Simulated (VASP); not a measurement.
# GePt (Pnma) in VASP: single point with PBEsol

Aim: the single point of GePt with PBEsol.

Program: VASP 6.6.1. These are calculated values, not measurements. Logs are shortened: lines on timing, memory, paths and dates and some standing lists are left out, and cuts for length are marked.

### 1 The cell of the first run

The structure is orthorhombic, space group Pnma (No. 62). The conventional cell has a = 5.741 Å, b = 3.700 Å, c = 6.092 Å, α = 90.00°, β = 90.00°, γ = 90.00°. Within 3.3 Å of Ge (site symmetry m) lie 6 Pt at 2.49 to 2.66 Å and 2 Ge at 3.01 Å. Pt (site symmetry m) has 6 Ge at 2.49 to 2.66 Å and 4 Pt at 2.96 to 2.97 Å within 3.3 Å.

### 2 Single point, PBEsol

INCAR reads:

```
ALGO     = Normal         # electronic algorithm
EDIFF    = 1E-6           # SCF threshold, eV
ENCUT    = 520            # plane-wave cutoff, eV
GGA      = PS             # functional
ISIF     = 2              # what is computed and relaxed
ISMEAR   = 0              # smearing method
LASPH    = T              # aspherical terms in the spheres
LCHARG   = T              # write CHGCAR
LELF     = T              # ELF
LREAL    = F              # projectors in reciprocal space
LVHAR    = T            
LWAVE    = F              # write WAVECAR
NBANDS   = 58             # bands
NELM     = 60             # most SCF steps
PREC     = Accurate       # precision mode
SIGMA    = 0.1            # smearing width, eV
```

KPOINTS reads:

```
k-points
0
Gamma
  9 6 6
```

POSCAR reads:

```
GePt
1.0
    3.7003360032      0.0000000000      0.0000000000
    0.0000000000      5.7406004532      0.0000000000
    0.0000000000      0.0000000000      6.0924386789
Ge Pt
4 4
Direct
    0.2500000000      0.8151594241      0.5880228863
    0.7500000000      0.1848405759      0.4119771137
    0.7500000000      0.6848405759      0.0880228863
    0.2500000000      0.3151594241      0.9119771137
    0.2500000000      0.9992434690      0.1911593652
    0.7500000000      0.0007565310      0.8088406348
    0.7500000000      0.5007565310      0.6911593652
    0.2500000000      0.4992434690      0.3088406348
```

Potentials or basis: VASP PAW PBE potentials, release 64 (Ge_d, Pt).

Launch:

```bash
$ cat potpaw_PBE.64/Ge_d/POTCAR potpaw_PBE.64/Pt/POTCAR > POTCAR
$ mpirun -np 1 vasp_std > vasp.out
```

OUTCAR:

```text
EDIFF = 1E-6
   ENCUT = 520
   GGA = PS
   ISIF = 2
   ISMEAR = 0
   LASPH = T
   LREAL = F
   NELM = 60
   PREC = Accurate

 ion  position               nearest neighbor table
   1  0.250  0.815  0.588-   8 2.49   6 2.52   6 2.52   5 2.64   7 2.66   7 2.66
   2  0.750  0.185  0.412-   7 2.49   5 2.52   5 2.52   6 2.64   8 2.66   8 2.66
   3  0.750  0.685  0.088-   6 2.49   8 2.52   8 2.52   7 2.64   5 2.66   5 2.66
   4  0.250  0.315  0.912-   5 2.49   7 2.52   7 2.52   8 2.64   6 2.66   6 2.66
   5  0.250  0.999  0.191-   4 2.49   2 2.52   2 2.52   1 2.64   3 2.66   3 2.66   8 2.96   8 2.96
                             6 2.97   6 2.97
   6  0.750  0.001  0.809-   3 2.49   1 2.52   1 2.52   2 2.64   4 2.66   4 2.66   7 2.96   7 2.96
                             5 2.97   5 2.97
   7  0.750  0.501  0.691-   2 2.49   4 2.52   4 2.52   3 2.64   1 2.66   1 2.66   6 2.96   6 2.96
                             8 2.97   8 2.97
   8  0.250  0.499  0.309-   1 2.49   3 2.52   3 2.52   4 2.64   2 2.66   2 2.66   5 2.96   5 2.96
                             7 2.97   7 2.97

  LATTYP: Found a simple orthorhombic cell.
 ALAT       =     3.7003360032
 B/A-ratio  =     1.5513727532
 C/A-ratio  =     1.6464555310

  Lattice vectors:

 A1 = (   3.7003360032,   0.0000000000,   0.0000000000)
 A2 = (   0.0000000000,   5.7406004532,   0.0000000000)
 A3 = (   0.0000000000,   0.0000000000,   6.0924386789)

Analysis of symmetry for initial positions (statically):
=====================================================================
 Subroutine PRICEL returns:
 Original cell was already a primitive cell.

 Routine SETGRP: Setting up the symmetry group for a
 simple orthorhombic supercell.

 Subroutine GETGRP returns: Found  8 space group operations
 (whereof  2 operations were pure point group operations)
 out of a pool of  8 trial point group operations.

The static configuration has the point symmetry S_2 .
 The point group associated with its full space group is D_2h.

Analysis of symmetry for dynamics (positions and initial velocities):
=====================================================================
 Subroutine PRICEL returns:
 Original cell was already a primitive cell.

 Routine SETGRP: Setting up the symmetry group for a
 simple orthorhombic supercell.

 Subroutine GETGRP returns: Found  8 space group operations
 (whereof  2 operations were pure point group operations)
 out of a pool of  8 trial point group operations.

The dynamic configuration has the point symmetry S_2 .
 The point group associated with its full space group is D_2h.

 Subroutine INISYM returns: Found  8 space group operations
 (whereof  2 operations are pure point group operations),
 and found     1 'primitive' translations

----------------------------------------------------------------------------------------

                                     Primitive cell

  volume of cell :     129.4165

  direct lattice vectors                    reciprocal lattice vectors
     3.700336003  0.000000000  0.000000000     0.270245729  0.000000000  0.000000000
     0.000000000  5.740600453  0.000000000     0.000000000  0.174197805  0.000000000
     0.000000000  0.000000000  6.092438679     0.000000000  0.000000000  0.164137885

  length of vectors
     3.700336003  5.740600453  6.092438679     0.270245729  0.174197805  0.164137885

  position of ions in fractional coordinates (direct lattice)
     0.250000000  0.815159424  0.588022886
     0.750000000  0.184840576  0.411977114
     0.750000000  0.684840576  0.088022886
     0.250000000  0.315159424  0.911977114
     0.250000000  0.999243469  0.191159365
     0.750000000  0.000756531  0.808840635
     0.750000000  0.500756531  0.691159365
     0.250000000  0.499243469  0.308840635

  ion indices of the primitive-cell ions
   primitive index   ion index
                 1           1
                 2           2
                 3           3
                 4           4
                 5           5
                 6           6
                 7           7
                 8           8

----------------------------------------------------------------------------------------

 KPOINTS: k-points

Automatic generation of k-mesh.
 Grid dimensions read from file:
 generate k-points for:    9    6    6

 Generating k-lattice:

  Cartesian coordinates                     Fractional coordinates (reciprocal lattice)
     0.030027303  0.000000000  0.000000000     0.111111111  0.000000000  0.000000000
     0.000000000  0.029032968  0.000000000     0.000000000  0.166666667  0.000000000
     0.000000000  0.000000000  0.027356314     0.000000000  0.000000000  0.166666667

  Length of vectors
     0.030027303  0.029032968  0.027356314

  Shift w.r.t. Gamma in fractional coordinates (k-lattice)
     0.000000000  0.000000000  0.000000000

 Subroutine IBZKPT returns following result:
 ===========================================

 Found     80 irreducible k-points:

 Following reciprocal coordinates:
            Coordinates               Weight
  0.000000  0.000000  0.000000      1.000000
  0.111111  0.000000  0.000000      2.000000
  0.222222  0.000000  0.000000      2.000000
  0.333333  0.000000  0.000000      2.000000
  0.444444  0.000000  0.000000      2.000000
  0.000000  0.166667  0.000000      2.000000
[... 16 lines left out ...]
  0.222222  0.000000  0.166667      4.000000
  0.333333  0.000000  0.166667      4.000000
 [... further k-points ...]
   k-points           NKPTS =     80   k-points in BZ     NKDIM =     80   number of bands    NBANDS=     58
   number of dos      NEDOS =    301   number of ions     NIONS =      8
   total plane-waves  NPLWV =  64512
   dimension x,y,z NGX =    28 NGY =   48 NGZ =   48
   dimension x,y,z NGXF=    56 NGYF=   96 NGZF=   96
   ions per type =               4   4
   NGX,Y,Z   is equivalent  to a cutoff of  12.58, 13.90, 13.10 a.u.
   NGXF,Y,Z  is equivalent  to a cutoff of  25.16, 27.80, 26.20 a.u.
 SYSTEM =  unknown system
   PREC   = accura    normal or accurate (medium, high low for compatibility)
   ISTART =      0    job   : 0-new  1-cont  2-samecut
   ICHARG =      2    charge: 1-file 2-atom 10-const
   ISPIN  =      1    spin polarized calculation?
   LNONCOLLINEAR =      F non collinear calculations
   LSORBIT =      F    spin-orbit coupling
   LASPH  =      T    aspherical Exc in radial PAW
   ENCUT  =  520.0 eV  38.22 Ry    6.18 a.u.   6.88 10.67 11.33*2*pi/ulx,y,z
   NELM   =     60;   NELMIN=  2; NELMDL= -5     # of ELM steps
   EDIFF  = 0.1E-05   stopping-criterion for ELM
   LREAL  =      F    real-space projection
   EDIFFG = 0.1E-04   stopping-criterion for IOM
   NSW    =      0    number of steps for IOM
   IBRION =     -1    ionic relax: 0-MD 1-quasi-New 2-CG
   NFREE  =      0    steps in history (QN), initial steepest desc. (CG)
   ISIF   =      2    stress and relaxation
   ISYM   =      2    0-nonsym 1-usesym 2-fastsym
   POTIM  = 0.5000    time-step for ionic-motion
   TEBEG  =    0.0;   TEEND  =   0.0 temperature during run
   PSTRESS=    0.0 pullay stress
   NELECT =      96.0000    total number of electrons
   NUPDOWN=      -1.0000    fix difference up-down
   EMIN   =  10.00;   EMAX   =-10.00  energy-range for DOS
   EFERMI =   0.00;   METHOD = LEGACY
   ISMEAR =     0;   SIGMA  =   0.10  broadening in eV -4-tet -1-fermi 0-gaus
   EFERMI_NEDOS =   21; number of points for ismear=-14 and -15
   IALGO  =     38    algorithm
   IMIX   =      4    mixing-type and parameters
     AMIX     =   0.40;   BMIX     =  1.00
     AMIX_MAG =   1.60;   BMIX_MAG =  1.00
  volume/ion in A,a.u.               =      16.18       109.17
  Fermi-wavevector in a.u.,A,eV,Ry     =   1.481956  2.800491 29.881035  2.196194
  Thomas-Fermi vector in A             =   2.595802
   LORBIT       =      0    0 simple, 1 ext, 2 COOP (PROOUT), +10 PAW based schemes
   GGA     = PS    functional components
   LHFCALC =     F    Hartree Fock is set to
   AEXX    =    0.0000 exact exchange contribution
   IVDW    =     0    specifies the selected vdW correction
   LEPSILON=     F    determine dielectric tensor
   LRPA    =     F    only Hartree local field effects (RPA)
 non-spin polarized calculation
 Gauss-broadening in eV      SIGMA  =   0.10
  energy-cutoff  :      520.00
  volume of cell :      129.42
 maximum number of plane-waves:      3516
 NGX is ok and might be reduce to    28
   NGX = 13   NGY = 21   NGZ = 23

 number of electron      96.0000038 magnetization

 Free energy of the ion-electron system (eV)
  ---------------------------------------------------
  ext. energy  EPLUGINS =         0.00000000
  ---------------------------------------------------
  free energy    TOTEN  =       -51.63603761 eV

  energy without entropy =      -51.62679047  energy(sigma->0) =      -51.63141404

 E-fermi :   9.5980     XC(G=0): -12.6072

 val. band max:        9.5951756471   @ k =   0.0000   0.5000   0.0000
 cond. band min:       9.6155329215   @ k =   0.0000   0.0000   0.3333
 fundamental gap:      0.0203572744
 Fermi energy:         9.5979571139

 k-point     1 :       0.0000    0.0000    0.0000
  band No.  band energies     occupation
      1     -15.5067      2.00000
      2     -15.4989      2.00000
      3     -15.4970      2.00000
      4     -15.4939      2.00000
      5     -15.4818      2.00000
      6     -15.4679      2.00000
[... 50 lines left out ...]
     57      14.7629      0.00000
     58      15.3405      0.00000

 k-point     2 :       0.1111    0.0000    0.0000
  band No.  band energies     occupation
      1     -15.5070      2.00000
      2     -15.4992      2.00000
      3     -15.4947      2.00000
      4     -15.4910      2.00000
      5     -15.4821      2.00000
      6     -15.4702      2.00000
[... 50 lines left out ...]
     57      15.2366      0.00000
     58      15.5862      0.00000
[... 1279 lines left out ...]
     57      14.8905      0.00000
     58      16.0303      0.00000

 k-point    24 :       0.3333    0.0000    0.1667
  band No.  band energies     occupation
      1     -15.5030      2.00000
      2     -15.4988      2.00000
      3     -15.4863      2.00000
      4     -15.4850      2.00000
      5     -15.4832      2.00000
      6     -15.4767      2.00000
[... 50 lines left out ...]
     57      14.6742      0.00000
     58      15.1810      0.00000

 [... further k-points ...]

------------------------ aborting loop because EDIFF is reached ----------------------------------------

  FORCE on cell =-STRESS in cart. coord.  units (eV):
  Direction    XX          YY          ZZ          XY          YZ          ZX
  --------------------------------------------------------------------------------------
  -------------------------------------------------------------------------------------
  Total        0.0308818     -0.1033932     -0.0547747      0.0000000      0.0000000      0.0000000
  in kB        0.3823166     -1.2800085     -0.6781116      0.0000000      0.0000000      0.0000000
  external PRESSURE =      -0.5252679 kB  Pullay stress =       0.0000000 kB

 VOLUME and BASIS-vectors are now :
 -----------------------------------------------------------------------------
  energy-cutoff  :      520.00
  volume of cell :      129.42
      direct lattice vectors                 reciprocal lattice vectors
     3.700336003  0.000000000  0.000000000     0.270245729  0.000000000  0.000000000
     0.000000000  5.740600453  0.000000000     0.000000000  0.174197805  0.000000000
     0.000000000  0.000000000  6.092438679     0.000000000  0.000000000  0.164137885

 POSITION                                       TOTAL-FORCE (eV/Angst)
 -----------------------------------------------------------------------------------
      0.92508      4.67950      3.58249        -0.000000     -0.009647      0.010144
      2.77525      1.06110      2.50995         0.000000      0.009647     -0.010144
      2.77525      3.93140      0.53627        -0.000000      0.009647      0.010144
      0.92508      1.80920      5.55616         0.000000     -0.009647     -0.010144
      0.92508      5.73626      1.16463        -0.000000      0.009264     -0.003886
      2.77525      0.00434      4.92781        -0.000000     -0.009264      0.003886
      2.77525      2.87464      4.21085        -0.000000     -0.009264     -0.003886
      0.92508      2.86596      1.88159        -0.000000      0.009264      0.003886
 -----------------------------------------------------------------------------------
    total drift:                                0.000000     -0.000000      0.000000

  FREE ENERGIE OF THE ION-ELECTRON SYSTEM (eV)
  ---------------------------------------------------
  free  energy   TOTEN  =       -51.6360376079 eV

  energy  without entropy=      -51.6267904740  energy(sigma->0) =      -51.63141404
```

Run time: 5.1 min. Hardware: 1 thread of Intel Xeon 6975P-C (Granite Rapids), shared host; peak memory 0.56 GiB.

Results:

- Free energy: -51.6360 eV
- Pressure: -0.1 GPa
- Largest force: 0.014 eV/Å
- Band gap on the k mesh: zero (bands 48 and 49 overlap by 1.46 eV)

Forces on the atoms (eV/Å):
```
Ge   0.000 -0.010  0.010
Ge   0.000  0.010 -0.010
Ge   0.000  0.010  0.010
Ge   0.000 -0.010 -0.010
Pt   0.000  0.009 -0.004
Pt   0.000 -0.009  0.004
Pt   0.000 -0.009 -0.004
Pt   0.000  0.009  0.004
```

Stress tensor (GPa, compression positive):
```
 0.04  0.00  0.00
 0.00 -0.13  0.00
 0.00  0.00 -0.07
```

Levels at points of the mesh, in eV from the Fermi level:
| k point | band 45 | band 46 | band 47 | band 48 | band 49 | band 50 | band 51 | band 52 |
| --- | --- | --- | --- | --- | --- | --- | --- | --- |
| (0.00, 0.00, 0.00) | -2.48 | -1.50 | -1.42 | -0.99 | 0.62 | 0.92 | 3.01 | 3.22 |
| (0.00, 0.50, 0.00) | -2.47 | -2.47 | 0.00 | 0.00 | 1.29 | 1.29 | 2.26 | 2.26 |
| (0.00, 0.00, 0.50) | -1.89 | -1.89 | -0.01 | -0.01 | 1.06 | 1.06 | 1.90 | 1.90 |
| (0.00, 0.50, 0.50) | -1.40 | -1.40 | 0.69 | 0.69 | 1.79 | 1.79 | 2.64 | 2.64 |

Caveat: the PAW data sets were made with another functional, which shifts forces and pressure a little; spin-orbit coupling is left out, which moves the levels of the heavy elements.
